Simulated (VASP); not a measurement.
# CdSe (I-4m2) in VASP: further runs

Aim: see how the results for CdSe move with the level of theory and the settings. Levels: PBE, r2SCAN. Tasks: single point.

All numbers are computed with VASP 6.6.1; they aren't measurements. Logs are shortened: lines on timing, memory, paths and dates and some standing lists are left out, and cuts for length are marked.

## Step 1: The cell of the first run

Symmetry: I-4m2, No. 119, tetragonal system. Conventional cell: a = 4.338 Å, b = 4.338 Å, c = 5.829 Å, α = 90.00°, β = 90.00°, γ = 90.00°. Within 3.4 Å of Cd (site symmetry -4m2) lie 4 Se at 2.61 Å. Se (site symmetry -4m2) has 4 Cd at 2.61 Å within 3.4 Å.

## Step 2: Single point, PBE (uniaxial x strain -5.0%)

File INCAR:

```
SYSTEM = CdSe
PREC     = Accurate       ! precision mode
ENCUT    = 520            ! plane-wave cutoff, eV
EDIFF    = 1E-6           ! SCF threshold, eV
ISMEAR   = 0              ! smearing method
SIGMA    = 0.01           ! smearing width, eV
LREAL    = .FALSE.        ! projectors in reciprocal space
LASPH    = .TRUE.         ! aspherical terms in the spheres
NELM     = 60             ! most SCF steps
ALGO     = Normal         ! electronic algorithm
ISIF     = 2              ! what is computed and relaxed
LWAVE    = .FALSE.        ! write WAVECAR
LCHARG   = .FALSE.        ! write CHGCAR
GGA      = PE             ! functional
NBANDS   = 16             ! bands
```

File KPOINTS:

```
Automatic mesh
0
G
  4 4 4
  0 0 0
```

File POSCAR:

```
CdSe
1.0
    0.0000000000      3.0677809642      3.0677809642
    2.9143919160      0.0000000000      3.0677809642
    2.9143919160      3.0677809642      0.0000000000
Cd Se
1 1
Direct
    0.0000000000      0.0000000000      0.0000000000
    0.2500000000      0.2500000000      0.2500000000
```

Potentials or basis: VASP PAW PBE potentials, release 64 (Cd, Se).

Command:

```bash
> cat potpaw_PBE.64/Cd/POTCAR potpaw_PBE.64/Se/POTCAR > POTCAR
> mpirun -np 1 vasp_std > vasp.out
```

OUTCAR:

```text
SYSTEM = CdSe
   PREC = Accurate
   ENCUT = 520
   EDIFF = 1E-6
   ISMEAR = 0
   LREAL = .FALSE.
   LASPH = .TRUE.
   NELM = 60
   ISIF = 2
   GGA = PE

 ion  position               nearest neighbor table
   1  0.000  0.000  0.000-   2 2.61   2 2.61   2 2.61   2 2.61
   2  0.250  0.250  0.250-   1 2.61   1 2.61   1 2.61   1 2.61

  LATTYP: Found a body centered tetragonal cell.
 ALAT       =     4.3384974460
 C/A-ratio  =     1.3435028843

  Lattice vectors:

 A1 = (  -2.9143919160,   0.0000000000,  -3.0677809642)
 A2 = (  -2.9143919160,   0.0000000000,   3.0677809642)
 A3 = (   2.9143919160,   3.0677809642,   0.0000000000)

Analysis of symmetry for initial positions (statically):
=====================================================================
 Subroutine PRICEL returns:
 Original cell was already a primitive cell.

 Routine SETGRP: Setting up the symmetry group for a
 body centered tetragonal supercell.

 Subroutine GETGRP returns: Found  8 space group operations
 (whereof  8 operations were pure point group operations)
 out of a pool of 16 trial point group operations.

The static configuration has the point symmetry D_2d.

Analysis of symmetry for dynamics (positions and initial velocities):
=====================================================================
 Subroutine PRICEL returns:
 Original cell was already a primitive cell.

 Routine SETGRP: Setting up the symmetry group for a
 body centered tetragonal supercell.

 Subroutine GETGRP returns: Found  8 space group operations
 (whereof  8 operations were pure point group operations)
 out of a pool of 16 trial point group operations.

The dynamic configuration has the point symmetry D_2d.

 Subroutine INISYM returns: Found  8 space group operations
 (whereof  8 operations are pure point group operations),
 and found     1 'primitive' translations

----------------------------------------------------------------------------------------

                                     Primitive cell

  volume of cell :      54.8563

  direct lattice vectors                    reciprocal lattice vectors
     0.000000000  3.067780964  3.067780964    -0.171562375  0.162984257  0.162984257
     2.914391916  0.000000000  3.067780964     0.171562375 -0.162984257  0.162984257
     2.914391916  3.067780964  0.000000000     0.171562375  0.162984257 -0.162984257

  length of vectors
     4.338497446  4.231425325  4.231425325     0.287334969  0.287334969  0.287334969

[... 67 lines left out ...]
   NELM   =     60;   NELMIN=  2; NELMDL= -5     # of ELM steps
   EDIFF  = 0.1E-05   stopping-criterion for ELM
   LREAL  =      F    real-space projection
   EDIFFG = 0.1E-04   stopping-criterion for IOM
   NSW    =      0    number of steps for IOM
   IBRION =     -1    ionic relax: 0-MD 1-quasi-New 2-CG
   NFREE  =      0    steps in history (QN), initial steepest desc. (CG)
   ISIF   =      2    stress and relaxation
   ISYM   =      2    0-nonsym 1-usesym 2-fastsym
   POTIM  = 0.5000    time-step for ionic-motion
   TEBEG  =    0.0;   TEEND  =   0.0 temperature during run
   PSTRESS=    0.0 pullay stress
   NELECT =      18.0000    total number of electrons
   NUPDOWN=      -1.0000    fix difference up-down
   EMIN   =  10.00;   EMAX   =-10.00  energy-range for DOS
   EFERMI =   0.00;   METHOD = LEGACY
   ISMEAR =     0;   SIGMA  =   0.01  broadening in eV -4-tet -1-fermi 0-gaus
   EFERMI_NEDOS =   21; number of points for ismear=-14 and -15
   IALGO  =     38    algorithm
   IMIX   =      4    mixing-type and parameters
     AMIX     =   0.40;   BMIX     =  1.00
     AMIX_MAG =   1.60;   BMIX_MAG =  1.00
  volume/ion in A,a.u.               =      27.43       185.09
  Fermi-wavevector in a.u.,A,eV,Ry     =   1.129163  2.133809 17.347563  1.275010
  Thomas-Fermi vector in A             =   2.265856
   LORBIT       =      0    0 simple, 1 ext, 2 COOP (PROOUT), +10 PAW based schemes
   GGA     = PE    functional components
   LHFCALC =     F    Hartree Fock is set to
   AEXX    =    0.0000 exact exchange contribution
   IVDW    =     0    specifies the selected vdW correction
   LEPSILON=     F    determine dielectric tensor
   LRPA    =     F    only Hartree local field effects (RPA)
 non-spin polarized calculation
 Gauss-broadening in eV      SIGMA  =   0.01
  energy-cutoff  :      520.00
  volume of cell :       54.86
 maximum number of plane-waves:      1522
   NGX = 17   NGY = 15   NGZ = 15

 number of electron      17.9999998 magnetization

 Free energy of the ion-electron system (eV)
  ---------------------------------------------------
  ext. energy  EPLUGINS =         0.00000000
  ---------------------------------------------------
  free energy    TOTEN  =        -5.37804439 eV

  energy without entropy =       -5.37804439  energy(sigma->0) =       -5.37804439

 E-fermi :   1.3554     XC(G=0):  -8.9913

 val. band max:        1.2695245223   @ k =   0.0000   0.0000   0.0000
 cond. band min:       1.8126808112   @ k =   0.0000   0.0000   0.0000
 fundamental gap:      0.5431562889
 Fermi energy:         1.3553860291

 k-point     1 :       0.0000    0.0000    0.0000
  band No.  band energies     occupation
      1     -11.5546      2.00000
      2      -6.8831      2.00000
      3      -6.8831      2.00000
      4      -6.8607      2.00000
      5      -6.4873      2.00000
      6      -6.4715      2.00000
[... 224 lines left out ...]
      3      -6.5986      2.00000
      4      -6.5986      2.00000
      5      -6.4112      2.00000
      6      -6.0364      2.00000
[... 8 lines left out ...]
     15      13.4747      0.00000
     16      14.4998      0.00000

------------------------ aborting loop because EDIFF is reached ----------------------------------------

  FORCE on cell =-STRESS in cart. coord.  units (eV):
  Direction    XX          YY          ZZ          XY          YZ          ZX
  --------------------------------------------------------------------------------------
  -------------------------------------------------------------------------------------
  Total        1.8020698      1.6078793      1.6078793      0.0000000      0.0000000     -0.0000000
  in kB       52.6326878     46.9610042     46.9610042      0.0000000      0.0000000     -0.0000000
  external PRESSURE =      48.8515654 kB  Pullay stress =       0.0000000 kB

 VOLUME and BASIS-vectors are now :
 -----------------------------------------------------------------------------
  energy-cutoff  :      520.00
  volume of cell :       54.86
      direct lattice vectors                 reciprocal lattice vectors
     0.000000000  3.067780964  3.067780964    -0.171562375  0.162984257  0.162984257
     2.914391916  0.000000000  3.067780964     0.171562375 -0.162984257  0.162984257
     2.914391916  3.067780964  0.000000000     0.171562375  0.162984257 -0.162984257

 POSITION                                       TOTAL-FORCE (eV/Angst)
 -----------------------------------------------------------------------------------
      0.00000      0.00000      0.00000         0.000000      0.000000      0.000000
      1.45720      1.53389      1.53389        -0.000000     -0.000000     -0.000000
 -----------------------------------------------------------------------------------
    total drift:                               -0.000000     -0.000000     -0.000000

  FREE ENERGIE OF THE ION-ELECTRON SYSTEM (eV)
  ---------------------------------------------------
  free  energy   TOTEN  =        -5.3780443875 eV

  energy  without entropy=       -5.3780443875  energy(sigma->0) =       -5.37804439
```

OSZICAR:

```text
N       E                     dE             d eps       ncg     rms          rms(c)
DAV:   1     0.109946785407E+03    0.10995E+03   -0.88159E+03   424   0.102E+03
DAV:   2    -0.170109450135E+01   -0.11165E+03   -0.10603E+03   520   0.253E+02
DAV:   3    -0.575347000613E+01   -0.40524E+01   -0.40484E+01   480   0.500E+01
DAV:   4    -0.576892559083E+01   -0.15456E-01   -0.15455E-01   560   0.318E+00
DAV:   5    -0.576902276275E+01   -0.97172E-04   -0.97172E-04   472   0.214E-01    0.662E+00
DAV:   6    -0.540160004054E+01    0.36742E+00   -0.54180E-01   568   0.908E+00    0.519E+00
DAV:   7    -0.537656025961E+01    0.25040E-01   -0.16676E-01   512   0.270E+00    0.219E+00
DAV:   8    -0.537773335889E+01   -0.11731E-02   -0.16323E-02   496   0.157E+00    0.265E-01
DAV:   9    -0.537791941830E+01   -0.18606E-03   -0.17235E-03   496   0.557E-01    0.522E-02
DAV:  10    -0.537799443695E+01   -0.75019E-04   -0.20201E-04   568   0.183E-01    0.450E-02
DAV:  11    -0.537804444886E+01   -0.50012E-04   -0.84118E-05   480   0.582E-02    0.154E-02
DAV:  12    -0.537804438746E+01    0.61405E-07   -0.27915E-06   568   0.223E-02
   1 F= -.53780444E+01 E0= -.53780444E+01  d E =-.847607E-36
```

stdout:

```text
POSCAR found type information on POSCAR CdSe
 POSCAR found :  2 types and       2 ions
 scaLAPACK will be used
 LDA part: xc-table for (Slater+PW92), standard interpolation
 POSCAR, INCAR and KPOINTS ok, starting setup
 FFT: planning ... GRIDC
 FFT: planning ... GRID_SOFT
 FFT: planning ... GRID
 WAVECAR not read
 entering main loop
```

Wall time 9.5 s (1 thread of Intel Xeon 6975P-C (Granite Rapids), shared host); peak memory 0.17 GiB.

Results:

```yaml
Free_energy: -5.3780 eV
Pressure: 4.9 GPa
Band_gap_on_the_k_mesh: 0.54 eV, direct
```

Levels at points of the mesh, in eV from the valence-band top:
```tsv
k point	band 6	band 7	band 8	band 9	band 10	band 11	band 12	band 13
(0.00, 0.00, 0.00)	-7.74	-0.15	-0.15	0.00	0.54	5.83	5.84	5.84
(0.50, 0.00, 0.00)	-7.43	-4.64	-0.99	-0.77	2.29	6.15	6.55	7.40
(0.50, 0.50, 0.00)	-7.39	-4.40	-2.00	-1.92	3.04	3.82	8.97	9.95
(0.00, 0.50, 0.50)	-7.31	-4.10	-2.18	-2.18	2.87	3.37	9.46	10.21
```

Caveat: the k points lie up to 0.45 Å⁻¹ apart; the cell differs from its parent crystal (uniaxial x strain -5.0%).

## Step 3: Single point, PBE (uniaxial x strain -5.0%)

File INCAR:

```
SYSTEM = CdSe
PREC = Accurate ; ENCUT = 520
EDIFF = 1E-6 ; ISMEAR = -1
SIGMA = 0.02 ; LREAL = .FALSE.
LASPH = .TRUE. ; NELM = 80
ALGO = Normal ; ISIF = 2
LWAVE = .FALSE. ; LCHARG = .FALSE.
GGA = PE ; NBANDS = 16
```

File KPOINTS:

```
regular mesh
0
G
  8 8 8
  0 0 0
```

POSCAR is that of step 2.

Potentials or basis: VASP PAW PBE potentials, release 64 (Cd, Se).

Command:

```bash
> cat potpaw_PBE.64/Cd/POTCAR potpaw_PBE.64/Se/POTCAR > POTCAR
> mpirun -np 1 vasp_std > vasp.out
```

It took 34 s on 1 thread of Intel Xeon 6975P-C (Granite Rapids), shared host; peak memory 0.2 GiB.

The run converged. Its results:

```
Free energy            : -5.4290 eV
Pressure               : 4.7 GPa
Band gap on the k mesh : 0.56 eV, direct
```

Stress tensor (GPa, compression positive):
```
5.04 0.00 0.00
0.00 4.48 0.00
0.00 0.00 4.48
```

Levels at points of the mesh, in eV from the valence-band top:
```
           k point  band 6  band 7  band 8  band 9  band 10  band 11  band 12  band 13
(0.00, 0.00, 0.00)   -7.71   -0.15   -0.15    0.00     0.56     5.85     5.86     5.86
(0.50, 0.00, 0.00)   -7.40   -4.63   -0.99   -0.77     2.31     6.17     6.57     7.41
(0.50, 0.50, 0.00)   -7.37   -4.38   -2.00   -1.91     3.06     3.84     8.97     9.97
(0.00, 0.50, 0.50)   -7.28   -4.09   -2.18   -2.18     2.89     3.39     9.46    10.22
```

Caveat: the cell differs from its parent crystal (uniaxial x strain -5.0%).

## Step 4: Single point, r2SCAN (uniaxial x strain -5.0%)

POSCAR is that of step 3.

File INCAR.step1:

```
ALGO     = Normal         # electronic algorithm
EDIFF    = 1E-4           # SCF threshold, eV
ENCUT    = 520            # plane-wave cutoff, eV
GGA      = PE             # functional
ISMEAR   = 0              # smearing method
LASPH    = T              # aspherical terms in the spheres
LCHARG   = F              # write CHGCAR
LREAL    = F              # projectors in reciprocal space
LWAVE    = T              # write WAVECAR
NBANDS   = 16             # bands
NELM     = 60             # most SCF steps
PREC     = Accurate       # precision mode
SIGMA    = 0.01           # smearing width, eV
```

File INCAR.step2:

```
ALGO     = Normal         # electronic algorithm
EDIFF    = 1E-6           # SCF threshold, eV
ENCUT    = 520            # plane-wave cutoff, eV
ISIF     = 2              # what is computed and relaxed
ISMEAR   = 0              # smearing method
ISTART   = 1            
LASPH    = T              # aspherical terms in the spheres
LCHARG   = F              # write CHGCAR
LMIXTAU  = T            
LREAL    = F              # projectors in reciprocal space
LWAVE    = F              # write WAVECAR
METAGGA  = R2SCAN         # meta-GGA
NBANDS   = 16             # bands
NELM     = 60             # most SCF steps
PREC     = Accurate       # precision mode
SIGMA    = 0.01           # smearing width, eV
```

File KPOINTS:

```
k-points
0
Gamma
  8 8 8
```

Command:

```bash
> cat potpaw_PBE.64/Cd/POTCAR potpaw_PBE.64/Se/POTCAR > POTCAR
> cp INCAR.step1 INCAR
> mpirun -np 1 vasp_std > vasp.out
> cp INCAR.step2 INCAR
> mpirun -np 1 vasp_std > vasp.out
```

Wall time 1.9 min (1 thread of Intel Xeon 6975P-C (Granite Rapids), shared host); peak memory 0.21 GiB.

It converged, with:

* Free energy: -35.8826 eV
* Pressure: 3.1 GPa
* Band gap on the k mesh: 1.04 eV, direct

Stress tensor (GPa, compression positive):
```
3.54 0.00 0.00
0.00 2.94 0.00
0.00 0.00 2.94
```

Levels at points of the mesh, in eV from the valence-band top:
| k point | band 7 | band 8 | band 9 | band 10 | band 11 | band 12 |
| --- | --- | --- | --- | --- | --- | --- |
| (0.00, 0.00, 0.00) | -0.15 | -0.15 | 0.00 | 1.04 | 6.38 | 6.40 |
| (0.50, 0.00, 0.00) | -4.67 | -1.01 | -0.78 | 2.78 | 6.64 | 7.06 |
| (0.50, 0.50, 0.00) | -4.40 | -2.03 | -1.94 | 3.38 | 4.24 | 9.55 |
| (0.00, 0.50, 0.50) | -4.10 | -2.21 | -2.21 | 3.20 | 3.77 | 10.08 |

Caveat: the cell differs from its parent crystal (uniaxial x strain -5.0%); the PAW data sets were made with another functional, which shifts forces and pressure a little.

## Step 5: The runs side by side

```csv
level,k mesh,smearing,gap on the mesh (eV),pressure (GPa)
PBE,4 × 4 × 4,gaussian 0.01 eV,0.54,4.9
PBE,8 × 8 × 8,fermi-dirac 0.02 eV,0.56,4.7
r2SCAN,8 × 8 × 8,gaussian 0.01 eV,1.04,3.1
```

Alike in all rows: task single point; potentials or basis VASP PAW PBE potentials, release 64 (Cd, Se); no spin polarisation; cell as given; cutoff (eV) 520.

Caveats: some runs use coarse meshes; the PAW data sets were made with another functional, which shifts forces and pressure a little (some runs).

Total energies depend on the potentials used, so only differences within one code and one set of settings carry meaning.
